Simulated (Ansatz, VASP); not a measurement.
Au: VASP beside Ansatz

INCAR

```
SYSTEM = Au
PREC     = Accurate       ! precision mode
ENCUT    = 520            ! plane-wave cutoff, eV
EDIFF    = 1E-6           ! SCF threshold, eV
ISMEAR   = 0              ! smearing method
SIGMA    = 0.15           ! smearing width, eV
LREAL    = .False.        ! projectors in reciprocal space
LASPH    = .True.         ! aspherical terms in the spheres
NELM     = 100            ! most SCF steps
ALGO     = Fast           ! electronic algorithm
ISIF     = 2              ! what is computed and relaxed
LWAVE    = .False.        ! write WAVECAR
LCHARG   = .False.        ! write CHGCAR
GGA      = PS             ! functional
NBANDS   = 18             ! bands
```

File KPOINTS:

```
regular mesh
0
Gamma
  24 24 14
  0 0 0
```

Contents of POSCAR:

```
Au
1.0
    2.7755936373      0.0000000000      0.0000000000
   -1.3877968187      2.4037346005      0.0000000000
    0.0000000000      0.0000000000      5.1048506280
Au
2
Direct
    0.3333333333      0.6666666667      0.7500000000
    0.6666666667      0.3333333333      0.2500000000
```

Input for Ansatz:

```yaml
crystal:
  lattice:
    - [2.7755936373, 0.0, 0.0]
    - [-1.3877968187, 2.4037346005, 0.0]
    - [0.0, 0.0, 5.104850628]
  atoms:
    - { symbol: Au, position: [0.3333333333, 0.6666666667, 0.75] }
    - { symbol: Au, position: [0.6666666667, 0.3333333333, 0.25] }
basis:
  ecutwfc: 420
kpoints:
  mp_grid: { grid: [24, 24, 14] }
hamiltonian:
  xc: pbesol
scf:
  occupations: { method: gaussian, width: 0.15 }
output:
  forces: true
  stress: true
  eigenvalues: true
```

Alike in both runs: task single point; functional PBEsol; k mesh 24 × 24 × 14; occupations gaussian, width 0.15 eV; no spin polarisation.

|  | VASP | Ansatz |
| --- | --- | --- |
| version | VASP 6.6.1 | Ansatz 0.2.0 |
| potentials or method | VASP PAW PBE potentials, release 64 (Au), cutoff 520 eV | scalar-relativistic, plane waves, PAW |
| valence electrons in the cell | 22 | 38 |

Ansatz gave:

- gap on the k mesh at the Fermi level (eV): none
- pressure (GPa): 2.6
- traceless stress, the component that is largest in VASP (GPa): -6.89

**Question.** Which values does VASP return?

**Answer.** gap on the k mesh at the Fermi level (eV): none; pressure (GPa): 2.4; traceless stress, the component that is largest in VASP (GPa): -6.84.

VASP's potentials were made for PBE, not for PBEsol. A gap of «none» marks a metal or a gap that the smearing closes. VASP's potentials hold 22 valence electrons a cell and Ansatz's 38, so a difference there can come from the potentials and not from the codes.

Neither program's run includes spin-orbit coupling.
